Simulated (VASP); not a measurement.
The system is SnO.

```xyz
4
Lattice="3.8715 0.0000 0.0000 -1.9357 3.3528 0.0000 0.0000 0.0000 7.4580" Properties=species:S:1:pos:R:3 pbc="T T T"
Sn    0.0000    2.2352    5.5935
Sn    1.9357    1.1176    1.8645
O     0.0000    0.0000    1.8645
O     0.0000    0.0000    5.5935
```

The cell was built from a structure type or drawn by symmetry, and may not be a known phase.

| Quantity | Value |
| --- | --- |
| Program | VASP 6.6.1 |
| Task | relaxation of cell and atoms |
| Functional | PBE |
| Potentials or basis | VASP PAW PBE potentials, release 64 (Sn_d, O) |
| Cutoff | 600 eV |
| k mesh | 12 × 12 × 6 |
| Occupations | gaussian, width 0.1 eV |
| Spin | no spin polarisation |

At the start: pressure 0.5 GPa; volume 24.20 Å³/atom.

**Question.** Where does the relaxation end?

**Answer.** Over 13 steps the energy falls by 3.2 meV/atom and the volume is 27.37 Å³/atom (+13.1 %); space group P6_3/mmc (No. 194, to 0.1 Å) before and after.

Step by step:
| step | energy change (eV) | largest force (eV/Å) | pressure (GPa) | volume (Å³) |
| --- | --- | --- | --- | --- |
| 1 | 0.0000 | 0.0000 | 0.45 | 96.81 |
| 2 | -0.0013 | 0.0000 | 0.00 | 97.77 |
| 3 | -0.0013 | 0.0000 | 0.08 | 97.70 |
| 4 | -0.0013 | 0.0000 | 0.00 | 97.74 |
| 5 | -0.0024 | 0.0000 | 0.00 | 98.24 |
| 6 | -0.0052 | 0.0000 | -0.08 | 99.74 |
| 7 | -0.0088 | 0.0000 | -0.20 | 102.75 |
| 8 | -0.0105 | 0.0000 | -0.49 | 108.84 |
| 9 | -0.0118 | 0.0000 | -0.34 | 109.09 |
| 10 | -0.0125 | 0.0000 | -0.17 | 109.31 |
| 11 | -0.0122 | 0.0000 | 0.18 | 109.75 |
| 12 | -0.0126 | 0.0000 | -0.06 | 109.46 |
| 13 | -0.0126 | 0.0000 | -0.05 | 109.47 |

Final structure:
```xyz
4
Lattice="3.8978 0.0000 0.0000 -1.9489 3.3756 0.0000 0.0000 0.0000 8.3200" Properties=species:S:1:pos:R:3 pbc="T T T"
Sn    0.0000    2.2504    6.2400
Sn    1.9489    1.1252    2.0800
O     0.0000    0.0000    2.0800
O     0.0000    0.0000    6.2400
```
